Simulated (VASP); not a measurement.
# SnRu2 (Fd-3m) in VASP: notebook, part 2 of 2

VASP 6.6.1.

## Step 4: Single point, PBE

This run uses another cell than the first one, of 17.02 Å³/atom, 0.980 times its volume.

The input, INCAR:

```
ALGO = Fast
EDIFF = 1E-6
ENCUT = 520
GGA = PE
ISIF = 2
ISMEAR = 0
LASPH = T
LCHARG = F
LREAL = F
LWAVE = F
NBANDS = 51
NELM = 60
PREC = Accurate
SIGMA = 0.1
```

The input, KPOINTS:

```
k-points
0
Gamma
  10 10 10
```

The input, POSCAR:

```
SnRu2
1.0
    0.0000000000      3.7096196785      3.7096196785
    3.7096196785      0.0000000000      3.7096196785
    3.7096196785      3.7096196785      0.0000000000
Sn Ru
2 4
Direct
    0.0000000000      0.0000000000      0.0000000000
    0.2500000000      0.2500000000      0.2500000000
    0.6250000000      0.6250000000      0.6250000000
    0.1250000000      0.6250000000      0.6250000000
    0.6250000000      0.6250000000      0.1250000000
    0.6250000000      0.1250000000      0.6250000000
```

Potentials or basis: VASP PAW PBE potentials, release 64 (Sn_d, Ru_pv).

Launch:

```sh
cat potpaw_PBE.64/Sn_d/POTCAR potpaw_PBE.64/Ru_pv/POTCAR > POTCAR
mpirun -np 1 vasp_std > vasp.out
```

OUTCAR:

```text
EDIFF = 1E-6
   ENCUT = 520
   GGA = PE
   ISIF = 2
   ISMEAR = 0
   LASPH = T
   LREAL = F
   NELM = 60
   PREC = Accurate

 ion  position               nearest neighbor table
   1  0.000  0.000  0.000-   3 3.08   3 3.08   3 3.08   4 3.08   5 3.08   6 3.08   6 3.08   4 3.08
                             6 3.08   5 3.08   4 3.08   5 3.08   2 3.21   2 3.21   2 3.21   2 3.21
   2  0.250  0.250  0.250-   4 3.08   5 3.08   6 3.08   3 3.08   3 3.08   3 3.08   4 3.08   4 3.08
                             5 3.08   6 3.08   5 3.08   6 3.08   1 3.21   1 3.21   1 3.21   1 3.21
   3  0.625  0.625  0.625-   4 2.62   5 2.62   6 2.62   5 2.62   6 2.62   4 2.62   1 3.08   2 3.08
                             1 3.08   2 3.08   1 3.08   2 3.08
   4  0.125  0.625  0.625-   3 2.62   5 2.62   6 2.62   3 2.62   5 2.62   6 2.62   1 3.08   2 3.08
                             2 3.08   1 3.08   2 3.08   1 3.08
   5  0.625  0.625  0.125-   3 2.62   3 2.62   4 2.62   6 2.62   6 2.62   4 2.62   1 3.08   2 3.08
                             1 3.08   2 3.08   1 3.08   2 3.08
   6  0.625  0.125  0.625-   3 2.62   5 2.62   3 2.62   4 2.62   5 2.62   4 2.62   1 3.08   2 3.08
                             1 3.08   2 3.08   1 3.08   2 3.08

  LATTYP: Found a face centered cubic cell.
 ALAT       =     7.4192393570

  Lattice vectors:

 A1 = (   0.0000000000,   3.7096196785,   3.7096196785)
 A2 = (   3.7096196785,   0.0000000000,   3.7096196785)
 A3 = (   3.7096196785,   3.7096196785,   0.0000000000)

Analysis of symmetry for initial positions (statically):
=====================================================================
 Subroutine PRICEL returns:
 Original cell was already a primitive cell.

 Routine SETGRP: Setting up the symmetry group for a
 face centered cubic supercell.

 Subroutine GETGRP returns: Found 48 space group operations
 (whereof 24 operations were pure point group operations)
 out of a pool of 48 trial point group operations.

The static configuration has the point symmetry T_d .
 The point group associated with its full space group is O_h .

[... 138 lines left out ...]
   IALGO  =     68    algorithm
   IMIX   =      4    mixing-type and parameters
     AMIX     =   0.40;   BMIX     =  1.00
     AMIX_MAG =   1.60;   BMIX_MAG =  1.00
  volume/ion in A,a.u.               =      17.02       114.83
  Fermi-wavevector in a.u.,A,eV,Ry     =   1.534011  2.898861 32.017100  2.353190
  Thomas-Fermi vector in A             =   2.640999
   LORBIT       =      0    0 simple, 1 ext, 2 COOP (PROOUT), +10 PAW based schemes
   GGA     = PE    functional components
   LHFCALC =     F    Hartree Fock is set to
   AEXX    =    0.0000 exact exchange contribution
   IVDW    =     0    specifies the selected vdW correction
   LEPSILON=     F    determine dielectric tensor
   LRPA    =     F    only Hartree local field effects (RPA)
 non-spin polarized calculation
 RMM-DIIS sequential band-by-band and
 Gauss-broadening in eV      SIGMA  =   0.10
  energy-cutoff  :      520.00
  volume of cell :      102.10
 maximum number of plane-waves:      2778
   NGX = 19   NGY = 19   NGZ = 19

 number of electron      84.0000002 magnetization

 Free energy of the ion-electron system (eV)
  ---------------------------------------------------
  ext. energy  EPLUGINS =         0.00000000
  ---------------------------------------------------
  free energy    TOTEN  =       -42.01952410 eV

  energy without entropy =      -41.98206808  energy(sigma->0) =      -42.00079609

 E-fermi :  11.2587     XC(G=0): -12.6953

 val. band max:       11.2584792305   @ k =   0.3000   0.2000   0.0000
 cond. band min:      11.2675137239   @ k =   0.4000   0.4000   0.0000
 fundamental gap:      0.0090344934
 Fermi energy:        11.2586636269

 k-point     1 :       0.0000    0.0000    0.0000
  band No.  band energies     occupation
      1     -32.2758      2.00000
      2     -31.6217      2.00000
      3     -31.6217      2.00000
      4     -31.6217      2.00000
      5     -31.3774      2.00000
      6     -31.3774      2.00000
[... 1285 lines left out ...]
     50      16.5999      0.00000
     51      16.7150      0.00000

 [... further k-points ...]
[... 5 lines left out ...]
  --------------------------------------------------------------------------------------
  -------------------------------------------------------------------------------------
  Total       -0.0241029     -0.0241029     -0.0241029      0.0000000      0.0000000      0.0000000
  in kB       -0.3782353     -0.3782353     -0.3782353      0.0000000      0.0000000      0.0000000
  external PRESSURE =      -0.3782353 kB  Pullay stress =       0.0000000 kB

 VOLUME and BASIS-vectors are now :
 -----------------------------------------------------------------------------
  energy-cutoff  :      520.00
  volume of cell :      102.10
      direct lattice vectors                 reciprocal lattice vectors
     0.000000000  3.709619679  3.709619679    -0.134784707  0.134784707  0.134784707
     3.709619679  0.000000000  3.709619679     0.134784707 -0.134784707  0.134784707
     3.709619679  3.709619679  0.000000000     0.134784707  0.134784707 -0.134784707

 POSITION                                       TOTAL-FORCE (eV/Angst)
 -----------------------------------------------------------------------------------
      0.00000      0.00000      0.00000        -0.000000     -0.000000     -0.000000
      1.85481      1.85481      1.85481         0.000000      0.000000      0.000000
      4.63702      4.63702      4.63702        -0.000000      0.000000     -0.000000
      4.63702      2.78221      2.78221        -0.000000      0.000000     -0.000000
      2.78221      2.78221      4.63702        -0.000000      0.000000     -0.000000
      2.78221      4.63702      2.78221        -0.000000      0.000000     -0.000000
 -----------------------------------------------------------------------------------
    total drift:                                0.000000      0.000000      0.000000

  FREE ENERGIE OF THE ION-ELECTRON SYSTEM (eV)
  ---------------------------------------------------
  free  energy   TOTEN  =       -42.0195240971 eV

  energy  without entropy=      -41.9820680844  energy(sigma->0) =      -42.00079609
```

OSZICAR:

```text
N       E                     dE             d eps       ncg     rms          rms(c)
DAV:   1     0.119129568047E+04    0.11913E+04   -0.44514E+04  5173   0.242E+03
DAV:   2     0.883447259828E+02   -0.11030E+04   -0.10792E+04  4866   0.702E+02
DAV:   3    -0.352694611175E+02   -0.12361E+03   -0.11642E+03  5073   0.204E+02
DAV:   4    -0.432968742411E+02   -0.80274E+01   -0.76304E+01  5691   0.500E+01
DAV:   5    -0.436011803808E+02   -0.30431E+00   -0.30247E+00  6389   0.987E+00    0.201E+01
RMM:   6    -0.422811018179E+02    0.13201E+01   -0.45583E+00  5337   0.118E+01    0.735E+00
RMM:   7    -0.420429839949E+02    0.23812E+00   -0.57698E-01  6588   0.406E+00    0.351E+00
RMM:   8    -0.420167290840E+02    0.26255E-01   -0.25634E-01  6251   0.237E+00    0.626E-01
RMM:   9    -0.420178214959E+02   -0.10924E-02   -0.58571E-02  6725   0.135E+00    0.196E-01
RMM:  10    -0.420193709384E+02   -0.15494E-02   -0.16705E-02  7817   0.504E-01    0.141E-01
RMM:  11    -0.420194468758E+02   -0.75937E-04   -0.23210E-03  6887   0.225E-01    0.693E-02
RMM:  12    -0.420195255658E+02   -0.78690E-04   -0.70455E-04  8221   0.872E-02    0.393E-02
RMM:  13    -0.420195238930E+02    0.16728E-05   -0.72432E-05  7065   0.354E-02    0.157E-02
RMM:  14    -0.420195241868E+02   -0.29382E-06   -0.18911E-05  6804   0.194E-02    0.428E-03
RMM:  15    -0.420195240971E+02    0.89716E-07   -0.23614E-06  3503   0.810E-03
   1 F= -.42019524E+02 E0= -.42000796E+02  d E =-.374560E-01
```

It took 5 min on 1 thread of Intel Xeon Platinum 8259CL at 2.50GHz (Skylake/Cascade Lake), shared host; peak memory 0.36 GiB.

Results:

| Quantity | Value |
| --- | --- |
| Free energy | -42.0195 eV |
| Pressure | 0.0 GPa |
| Band gap on the k mesh | zero (band 42 reaches 11.59 eV, above the bottom of band 43 at 11.21 eV) |

Levels at points of the mesh, in eV from the Fermi level:
| k point | band 40 | band 41 | band 42 | band 43 | band 44 | band 45 |
| --- | --- | --- | --- | --- | --- | --- |
| (0.00, 0.00, 0.00) | -0.10 | -0.10 | -0.10 | 0.11 | 0.11 | 2.31 |
| (0.50, 0.00, 0.00) | -0.22 | -0.18 | -0.18 | 0.07 | 0.07 | 0.70 |
| (0.50, 0.50, 0.00) | -1.57 | -0.10 | -0.10 | -0.02 | -0.02 | 0.08 |

Caveat: spin-orbit coupling is left out, which moves the levels of the heavy elements.

## Step 5: Overview

| task | cell | k mesh | cutoff (eV) | gap on the mesh (eV) | pressure (GPa) |
| --- | --- | --- | --- | --- | --- |
| relaxation of cell and atoms | relaxed from a = 5.282 Å, angles 60.0°, 6 atoms | 10 × 10 × 10 | 600 | none | 0.0 |
| single point | a = 5.282 Å, angles 60.0°, 6 atoms | 4 × 4 × 4 | 520 | none | -2.8 |
| single point | a = 5.246 Å, angles 60.0°, 6 atoms | 10 × 10 × 10 | 520 | none | 0.0 |

Alike in all rows: level PBE; potentials or basis VASP PAW PBE potentials, release 64 (Sn_d, Ru_pv); no spin polarisation; smearing gaussian 0.1 eV.

Caveats: some runs use coarse meshes; spin-orbit coupling is left out, which moves the levels of the heavy elements.

Absolute energies hang on the potentials; compare differences alone.
